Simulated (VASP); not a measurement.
Write the native input for VASP 6.6.1 that does the following.

```yaml
Task: single point
Functional: r2SCAN
Potentials_or_basis: VASP PAW PBE potentials, release 64 (Mg, O)
Cutoff: 520 eV
k_mesh: 12 × 12 × 12
Occupations: gaussian, width 0.05 eV
Spin: no spin polarisation
Dipole_correction: no
Further_INCAR_settings: ALGO = Normal; EDIFF = 1e-06; NBANDS = 14
```

MgO2:

```xyz
3
Lattice="1.6048 0.9265 3.3193 -1.6048 0.9265 3.3193 0.0000 -1.8530 3.3193" Properties=species:S:1:pos:R:3 pbc="T T T"
Mg    0.0000    0.0000    0.0000
O     0.0000    0.0000    4.2698
O     0.0000    0.0000    5.6881
```

This cell differs from its parent crystal: strain +0.000 along x and y, -0.050 along z.

One way to write it, as run:

POSCAR

```
MgO2
1.0
    1.6047610160      0.9265092046      3.3192799312
   -1.6047610160      0.9265092046      3.3192799312
    0.0000000000     -1.8530184092      3.3192799312
Mg O
1 2
Direct
    0.0000000000      0.0000000000      0.0000000000
    0.4287860000      0.4287860000      0.4287860000
    0.5712140000      0.5712140000      0.5712140000
```

INCAR.step1

```
ALGO = Normal
EDIFF = 1E-4
ENCUT = 520
GGA = PE
ISMEAR = 0
LASPH = T
LCHARG = F
LREAL = F
LWAVE = T
NBANDS = 14
NELM = 60
PREC = Accurate
SIGMA = 0.05
```

INCAR.step2

```
ALGO = Normal
EDIFF = 1E-6
ENCUT = 520
ISIF = 2
ISMEAR = 0
ISTART = 1
LASPH = T
LCHARG = T
LELF = T
LMIXTAU = T
LREAL = F
LVHAR = T
LWAVE = F
METAGGA = R2SCAN
NBANDS = 14
NELM = 60
PREC = Accurate
SIGMA = 0.05
```

KPOINTS

```
k-points
0
Gamma
  12 12 12
```

Potentials or basis: VASP PAW PBE potentials, release 64 (Mg, O).

Run with:

```sh
$ cat potpaw_PBE.64/Mg/POTCAR potpaw_PBE.64/O/POTCAR > POTCAR
$ cp INCAR.step1 INCAR
$ mpirun -np 1 vasp_std > vasp.out
$ cp INCAR.step2 INCAR
$ mpirun -np 1 vasp_std > vasp.out
```

It gave:

```yaml
Pressure: 5.2 GPa
Largest_force: 1.898 eV/Å
Band_gap_on_the_k_mesh: 3.88 eV, indirect (least direct gap 4.00 eV)
```

Caveat: the cell differs from its parent crystal (strain +0.000 along x and y, -0.050 along z); the PAW data sets were made with another functional, which shifts forces and pressure a little.

It took 2.6 min on 1 thread of AMD EPYC 9R45 (Zen 5) (shared host), peak memory 0.19 GiB.
